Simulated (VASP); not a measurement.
A run of VASP 6.6.1 is set up as follows.

The input INCAR:

```
PREC = Accurate ; ENCUT = 520
EDIFF = 1E-6 ; ISMEAR = 0
SIGMA = 0.1 ; LREAL = False
LASPH = True ; NELM = 60
ALGO = Normal ; ISIF = 2
LWAVE = False ; LCHARG = False
GGA = PS ; NBANDS = 12
```

The input KPOINTS:

```
regular mesh
0
Gamma
  18 18 18
```

File POSCAR:

```
Zn
1.0
    0.0000000000      1.9192176128      1.9192176128
    1.9192176128      0.0000000000      1.9192176128
    1.9192176128      1.9192176128      0.0000000000
Zn
1
Direct
    0.0000000000      0.0000000000      0.0000000000
```

Potentials or basis: VASP PAW PBE potentials, release 64 (Zn).

Command:

```console
$ cat potpaw_PBE.64/Zn/POTCAR > POTCAR
$ mpirun -np 1 vasp_std > vasp.out
```

**Question.** What does it give for the pressure?

**Answer.** 0.4 GPa.

**Question.** What does it give for the band gap on the k mesh?

**Answer.** Zero (band 6 reaches 5.16 eV, above the bottom of band 7 at 2.16 eV).

Caveat: the PAW data sets were made with another functional, which shifts forces and pressure a little.
